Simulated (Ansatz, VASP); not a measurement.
# One calculation of AgCl, two programs

```
Ag Cl
1.0
     3.39559    0.06146    0.00000
     0.06146    3.39559    0.00000
     0.00000    0.00000    3.39559
Ag Cl
1 1
Direct
  0.00000 0.00000 0.00000
  0.50000 0.50000 0.50000
```

Change from the starting cell: shear_xy strain +3.6%.

Alike in both runs: task single point; functional PBE; k mesh 8 × 8 × 8; occupations fermi-dirac, width 0.02 eV; no spin polarisation.

```csv
,VASP,Ansatz
version,VASP 6.6.1,Ansatz 0.2.0
potentials or method,"VASP PAW PBE potentials, release 64 (Ag_sv_GW, Cl)","plane waves, PAW"
plane-wave cutoff (eV),630,420
valence electrons in the cell,26,26
```

|  | VASP | Ansatz | Ansatz less VASP |
| --- | --- | --- | --- |
| pressure (GPa) | 1.5 | 1.6 | +0.12 |
| traceless stress, the component that is largest in VASP (GPa) | 0.39 | 0.38 | -0.006 |

With one functional, cell and mesh, what is left measures potentials, basis and numerics.
